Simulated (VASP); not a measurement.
Input of a VASP 6.6.1 run:

INCAR

```
SYSTEM = PbSe
PREC     = Accurate       ! precision mode
ENCUT    = 520            ! plane-wave cutoff, eV
EDIFF    = 1E-7           ! SCF threshold, eV
ISMEAR   = 0              ! smearing method
SIGMA    = 0.02           ! smearing width, eV
LREAL    = .False.        ! projectors in reciprocal space
LASPH    = .True.         ! aspherical terms in the spheres
NELM     = 100            ! most SCF steps
ALGO     = Normal         ! electronic algorithm
ISIF     = 2              ! what is computed and relaxed
LWAVE    = .False.        ! write WAVECAR
LCHARG   = .False.        ! write CHGCAR
GGA      = PS             ! functional
NBANDS   = 28             ! bands
```

KPOINTS

```
regular mesh
0
Gamma
  8 8 6
  0 0 0
```

Contents of POSCAR:

```
PbSe
1.0
    2.0695579035     -5.9613547025      0.0000000000
    2.0695579035      5.9613547025      0.0000000000
    0.0000000000      0.0000000000      4.2579345648
Pb Se
2 2
Direct
    0.8694366500      0.1305633500      0.7500000000
    0.1305633500      0.8694366500      0.2500000000
    0.6452029100      0.3547970900      0.7500000000
    0.3547970900      0.6452029100      0.2500000000
```

Potentials or basis: VASP PAW PBE potentials, release 64 (Pb_d, Se).

Launch:

```console
$ cat potpaw_PBE.64/Pb_d/POTCAR potpaw_PBE.64/Se/POTCAR > POTCAR
$ mpirun -np 1 vasp_std > vasp.out
```

(1) Estimate the band gap on the k mesh.

(2) Estimate the pressure.

(3) Estimate the largest force.

Answers

(1) 0.64 eV, indirect (least direct gap 0.97 eV).

(2) 5.7 GPa.

(3) 0.898 eV/Å.

Caveat: the cell differs from its parent crystal (S replaced by Se, lengths x 1.036, strained); the PAW data sets were made with another functional, which shifts forces and pressure a little; spin-orbit coupling is left out, which moves the levels of the heavy elements.
